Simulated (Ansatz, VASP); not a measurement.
Two plane-wave programs on TlCl

```xyz
6
Lattice="3.8370 0.0000 0.0000 0.0000 3.8370 0.0000 0.0000 0.0000 24.5926" Properties=species:S:1:pos:R:3 pbc="T T T"
Cl    1.9185    1.9185    7.5000
Cl    1.9185    1.9185   11.3370
Cl    1.9185    1.9185   15.1741
Tl    0.0000    0.0000    9.4185
Tl    0.0000    0.0000   13.2555
Tl    0.0000    0.0000   17.0926
```

Alike in both runs: task single point; functional r2SCAN; k mesh 7 × 7 × 1; occupations gaussian, width 0.05 eV; no spin polarisation.

|  | VASP | Ansatz |
| --- | --- | --- |
| version | VASP 6.6.1 | Ansatz 0.2.0 |
| potentials or method | VASP PAW PBE potentials, release 64 (Cl, Tl_d), cutoff 440 eV | scalar-relativistic, plane waves, PAW |
| valence electrons in the cell | 60 | 60 |

|  | VASP | Ansatz | Ansatz less VASP |
| --- | --- | --- | --- |
| gap on the k mesh at the Fermi level (eV) | none | none | - |
| rms of the force components (eV/Å) | 0.472 | 0.474 | +0.0012 |

VASP's potentials were made for PBE, not for r2SCAN. A gap of «none» marks a metal or a gap that the smearing closes. The functional is the same, so the differences come from potentials, cutoffs and numerics. Ansatz's warnings: vacuum below fermi.

Neither program's run includes spin-orbit coupling.
